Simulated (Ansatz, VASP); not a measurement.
CdS in VASP and in Ansatz

INCAR

```
SYSTEM = CdS
  ALGO = Normal
  EDIFF = 1E-6
  ENCUT = 500
  GGA = PE
  GGA_COMPAT = .FALSE.
  ISIF = 2
  ISMEAR = 0
  LASPH = .TRUE.
  LCHARG = .FALSE.
  LREAL = .FALSE.
  LWAVE = .FALSE.
  NBANDS = 26
  NELM = 120
  PREC = Accurate
  SIGMA = 0.1
```

KPOINTS

```
k-points
0
G
  6 6 4
  0 0 0
```

Contents of POSCAR:

```
CdS
1.0
    4.1245540000      0.0000000000      0.0000000000
   -2.0622770000      3.5719680000      0.0000000000
    0.0000000000      0.0000000000      6.7353680000
Cd S
2 2
Direct
    0.0000000000      0.0000000000      0.0000000000
    0.3333333300      0.6666666700      0.5000000000
    0.0000000000      0.0000000000      0.3750000000
    0.3333333300      0.6666666700      0.8750000000
```

Input for Ansatz:

```yaml
crystal:
  lattice:
    - [4.124554, 0.0, 0.0]
    - [-2.062277, 3.571968, 0.0]
    - [0.0, 0.0, 6.735368]
  atoms:
    - { symbol: Cd, position: [0.0, 0.0, 0.0] }
    - { symbol: S, position: [0.0, 0.0, 0.375] }
    - { symbol: Cd, position: [0.33333333, 0.66666667, 0.5] }
    - { symbol: S, position: [0.33333333, 0.66666667, 0.875] }
basis:
  ecutwfc: 420
kpoints:
  mp_grid: { grid: [6, 6, 4] }
hamiltonian:
  xc: pbe
scf:
  occupations: { method: gaussian, width: 0.1 }
output:
  forces: true
  stress: true
  eigenvalues: true
```

Alike in both runs: task single point; functional PBE; k mesh 6 × 6 × 4; occupations gaussian, width 0.1 eV; no spin polarisation.

|  | VASP | Ansatz |
| --- | --- | --- |
| version | VASP 6.6.1 | Ansatz 0.2.0 |
| potentials or method | VASP PAW PBE potentials, release 64 (Cd, S), cutoff 500 eV | scalar-relativistic, plane waves, PAW |
| valence electrons in the cell | 36 | 52 |

```csv
,VASP,Ansatz,Ansatz less VASP
gap on the k mesh at the Fermi level (eV),1.22,1.22,-0.003
least direct gap on the mesh (eV),1.22,1.22,-0.003
pressure (GPa),3.2,2.9,-0.35
rms of the force components (eV/Å),0.011,0.012,+0.0002
```

VASP's potentials hold 36 valence electrons a cell and Ansatz's 52, so a difference there can come from the potentials and not from the codes.
